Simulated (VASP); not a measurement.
Here is a VASP 6.6.1 calculation.

INCAR

```
PREC = Accurate ; ENCUT = 520
EDIFF = 1E-6 ; ISMEAR = 0
SIGMA = 0.15 ; LREAL = F
LASPH = T ; NELM = 100
ALGO = Normal ; ISIF = 2
LWAVE = F ; LCHARG = T
LELF = T ; LVHAR = T
NBANDS = 8
```

File KPOINTS:

```
regular mesh
0
Gamma
  20 20 20
```

POSCAR

```
Sb
1.0
    0.0000000000      2.1726754484      2.8244780829
    2.1726754484      0.0000000000      2.8244780829
    2.1726754484      2.1726754484      0.0000000000
Sb
1
Direct
    0.0000000000      0.0000000000      0.0000000000
```

Potentials or basis: VASP PAW LDA potentials, release 64 (Sb).

Run with:

```console
$ cat potpaw_LDA.64/Sb/POTCAR > POTCAR
$ mpirun -np 1 vasp_std > vasp.out
```

Task: What does it give for the pressure?

Result: -0.5 GPa.

Stress tensor (GPa, compression positive):
```
 0.04  0.00  0.00
 0.00  0.04  0.00
 0.00  0.00 -1.66
```
